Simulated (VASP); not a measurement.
# Ta (C2/m) in VASP: single point with PBEsol

Aim: the single point of Ta with PBEsol.

Everything below comes from runs of VASP 6.6.1. Logs are shortened: lines on timing, memory, paths and dates and some standing lists are left out, and cuts for length are marked.

## 1. The cell of the first run

It takes space group C2/m (No. 12, monoclinic). Conventional cell: a = 5.253 Å, b = 2.874 Å, c = 5.457 Å, α = 90.00°, β = 92.57°, γ = 90.00°. Ta (site symmetry m) has 12 Ta at 2.87 to 3.30 Å within 3.8 Å.

## 2. Single point, PBEsol (strained and its atoms moved)

INCAR

```
SYSTEM = Ta
PREC = Accurate ; ENCUT = 520
EDIFF = 1E-6 ; ISMEAR = 0
SIGMA = 0.1 ; LREAL = .FALSE.
LASPH = .TRUE. ; NELM = 100
ALGO = Fast ; ISIF = 2
LWAVE = .FALSE. ; LCHARG = .FALSE.
GGA = PS ; NBANDS = 18
```

KPOINTS

```
Automatic mesh
0
G
  14 14 8
  0 0 0
```

POSCAR

```
Ta
1.0
    2.8736016384      0.0000000000      0.0000000000
   -1.4368008192      2.6260574906      0.0591276754
    0.0000000000      0.1216140900      5.4557919950
Ta
2
Direct
    0.6613524599      0.3227049097      0.7526490652
    0.3386475401      0.6772950903      0.2473509348
```

Potentials or basis: VASP PAW PBE potentials, release 64 (Ta_pv).

The run is started by

```
$ cat potpaw_PBE.64/Ta_pv/POTCAR > POTCAR
$ mpirun -np 1 vasp_std > vasp.out
```

OUTCAR:

```text
SYSTEM = Ta
   PREC = Accurate
   ENCUT = 520
   EDIFF = 1E-6
   ISMEAR = 0
   LREAL = .FALSE.
   LASPH = .TRUE.
   NELM = 100
   ISIF = 2
   GGA = PS

 ion  position               nearest neighbor table
   1  0.661  0.323  0.753-   2 3.12   2 3.21   2 3.21   2 3.23   2 3.23   2 3.30
   2  0.339  0.677  0.247-   1 3.12   1 3.21   1 3.21   1 3.23   1 3.23   1 3.30

  LATTYP: Found a base centered monoclinic cell.
 ALAT       =     5.2534461170
 B/A-ratio  =     0.5469936446
 C/A-ratio  =     1.0387747669
 COS(beta)  =    -0.0447841025

  Lattice vectors:

 A1 = (  -1.4368008192,  -2.6260574906,  -0.0591276754)
 A2 = (   1.4368008192,  -2.6260574906,  -0.0591276754)
 A3 = (   0.0000000000,   0.1216140900,   5.4557919950)

Analysis of symmetry for initial positions (statically):
=====================================================================
 Subroutine PRICEL returns:
 Original cell was already a primitive cell.

 Routine SETGRP: Setting up the symmetry group for a
 base centered monoclinic supercell.

 Subroutine GETGRP returns: Found  4 space group operations
 (whereof  4 operations were pure point group operations)
 out of a pool of  4 trial point group operations.

The static configuration has the point symmetry C_2h.

Analysis of symmetry for dynamics (positions and initial velocities):
=====================================================================
 Subroutine PRICEL returns:
 Original cell was already a primitive cell.

 Routine SETGRP: Setting up the symmetry group for a
 base centered monoclinic supercell.

 Subroutine GETGRP returns: Found  4 space group operations
 (whereof  4 operations were pure point group operations)
 out of a pool of  4 trial point group operations.

The dynamic configuration has the point symmetry C_2h.

 Subroutine INISYM returns: Found  4 space group operations
 (whereof  4 operations are pure point group operations),
 and found     1 'primitive' translations

----------------------------------------------------------------------------------------

                                     Primitive cell

  volume of cell :      41.1501

  direct lattice vectors                    reciprocal lattice vectors
     2.873601638  0.000000000  0.000000000     0.347995347  0.190495096 -0.004246292
    -1.436800819  2.626057491  0.059127675     0.000000000  0.380990192 -0.008492585
     0.000000000  0.121614090  5.455791995     0.000000000 -0.004129018  0.183383485

  length of vectors
     2.873601638  2.994005782  5.457147266     0.396745730  0.381084833  0.183429963
[... 76 lines left out ...]
   LNONCOLLINEAR =      F non collinear calculations
   LSORBIT =      F    spin-orbit coupling
   LASPH  =      T    aspherical Exc in radial PAW
   ENCUT  =  520.0 eV  38.22 Ry    6.18 a.u.   5.34  5.57 10.15*2*pi/ulx,y,z
   NELM   =    100;   NELMIN=  2; NELMDL= -5     # of ELM steps
   EDIFF  = 0.1E-05   stopping-criterion for ELM
   LREAL  =      F    real-space projection
   EDIFFG = 0.1E-04   stopping-criterion for IOM
   NSW    =      0    number of steps for IOM
   IBRION =     -1    ionic relax: 0-MD 1-quasi-New 2-CG
   NFREE  =      0    steps in history (QN), initial steepest desc. (CG)
   ISIF   =      2    stress and relaxation
   ISYM   =      2    0-nonsym 1-usesym 2-fastsym
   POTIM  = 0.5000    time-step for ionic-motion
   TEBEG  =    0.0;   TEEND  =   0.0 temperature during run
   PSTRESS=    0.0 pullay stress
   NELECT =      22.0000    total number of electrons
   NUPDOWN=      -1.0000    fix difference up-down
   EMIN   =  10.00;   EMAX   =-10.00  energy-range for DOS
   EFERMI =   0.00;   METHOD = LEGACY
   ISMEAR =     0;   SIGMA  =   0.10  broadening in eV -4-tet -1-fermi 0-gaus
   EFERMI_NEDOS =   21; number of points for ismear=-14 and -15
   IALGO  =     68    algorithm
   IMIX   =      4    mixing-type and parameters
     AMIX     =   0.40;   BMIX     =  1.00
     AMIX_MAG =   1.60;   BMIX_MAG =  1.00
  volume/ion in A,a.u.               =      20.58       138.85
  Fermi-wavevector in a.u.,A,eV,Ry     =   1.328696  2.510871 24.020165  1.765432
  Thomas-Fermi vector in A             =   2.457914
   LORBIT       =      0    0 simple, 1 ext, 2 COOP (PROOUT), +10 PAW based schemes
   GGA     = PS    functional components
   LHFCALC =     F    Hartree Fock is set to
   AEXX    =    0.0000 exact exchange contribution
   IVDW    =     0    specifies the selected vdW correction
   LEPSILON=     F    determine dielectric tensor
   LRPA    =     F    only Hartree local field effects (RPA)
 non-spin polarized calculation
 RMM-DIIS sequential band-by-band and
 Gauss-broadening in eV      SIGMA  =   0.10
  energy-cutoff  :      520.00
  volume of cell :       41.15
 maximum number of plane-waves:      1130
 NGX is ok and might be reduce to    24
   NGX = 11   NGY = 11   NGZ = 21

 number of electron      22.0000000 magnetization

 Free energy of the ion-electron system (eV)
  ---------------------------------------------------
  ext. energy  EPLUGINS =         0.00000000
  ---------------------------------------------------
  free energy    TOTEN  =       -24.18172955 eV

  energy without entropy =      -24.16708101  energy(sigma->0) =      -24.17440528

 E-fermi :   4.6338     XC(G=0): -12.0381

 val. band max:        4.6332399099   @ k =   0.0714   0.1429   0.2500
 cond. band min:       4.6355343501   @ k =   0.0000   0.0714   0.2500
 fundamental gap:      0.0022944402
 Fermi energy:         4.6338213956

 k-point     1 :       0.0000    0.0000    0.0000
  band No.  band energies     occupation
      1     -29.8858      2.00000
      2     -29.3525      2.00000
      3     -29.1875      2.00000
      4     -29.1332      2.00000
      5     -29.0653      2.00000
      6     -29.0245      2.00000
[... 481 lines left out ...]
      5     -29.2311      2.00000
      6     -29.1845      2.00000
[... 10 lines left out ...]
     17       9.1662      0.00000
     18      11.3041      0.00000

 [... further k-points ...]
[... 5 lines left out ...]
  --------------------------------------------------------------------------------------
  -------------------------------------------------------------------------------------
  Total       -4.3268595     -4.7909408     -5.8243642      0.0000000      0.4513920      0.0000000
  in kB     -168.4662094   -186.5352067   -226.7715323      0.0000000     17.5749404      0.0000000
  external PRESSURE =    -193.9243161 kB  Pullay stress =       0.0000000 kB

 VOLUME and BASIS-vectors are now :
 -----------------------------------------------------------------------------
  energy-cutoff  :      520.00
  volume of cell :       41.15
      direct lattice vectors                 reciprocal lattice vectors
     2.873601638  0.000000000  0.000000000     0.347995347  0.190495096 -0.004246292
    -1.436800819  2.626057491  0.059127675     0.000000000  0.380990192 -0.008492585
     0.000000000  0.121614090  5.455791995     0.000000000 -0.004129018  0.183383485

 POSITION                                       TOTAL-FORCE (eV/Angst)
 -----------------------------------------------------------------------------------
      1.43680      0.93897      4.12538         0.000000     -0.159748     -0.147254
     -0.00000      1.80870      1.38954         0.000000      0.159748      0.147254
 -----------------------------------------------------------------------------------
    total drift:                                0.000000      0.000000      0.000000

  FREE ENERGIE OF THE ION-ELECTRON SYSTEM (eV)
  ---------------------------------------------------
  free  energy   TOTEN  =       -24.1817295464 eV

  energy  without entropy=      -24.1670810061  energy(sigma->0) =      -24.17440528
```

stdout:

```text
POSCAR found type information on POSCAR Ta
 POSCAR found :  1 types and       2 ions
 scaLAPACK will be used
 -----------------------------------------------------------------------------
|                                                                             |
|                                                                             |
|     You enforced a specific xc type in the INCAR file but a different       |
|     I HOPE YOU KNOW WHAT YOU ARE DOING!                                     |
|                                                                             |
 -----------------------------------------------------------------------------

 LDA part: xc-table for (Slater+PW92), standard interpolation
 POSCAR, INCAR and KPOINTS ok, starting setup
 FFT: planning ... GRIDC
 FFT: planning ... GRID_SOFT
 FFT: planning ... GRID
 WAVECAR not read
 entering main loop
```

It took 99 s on 1 thread of Intel Xeon 6975P-C (Granite Rapids), shared host; peak memory 0.36 GiB.

What came out:

- Free energy: -24.1817 eV
- Pressure: -19.4 GPa
- Largest force: 0.217 eV/Å
- Band gap on the k mesh: zero (band 11 reaches 6.01 eV, above the bottom of band 12 at 4.11 eV)

Forces in eV/Å, atoms in the order of the input:
```
Ta   0.000 -0.160 -0.147
Ta   0.000  0.160  0.147
```

Caveat: the cell differs from its parent crystal (strained and its atoms moved); the PAW data sets were made with another functional, which shifts forces and pressure a little; spin-orbit coupling is left out, which moves the levels of the heavy elements.
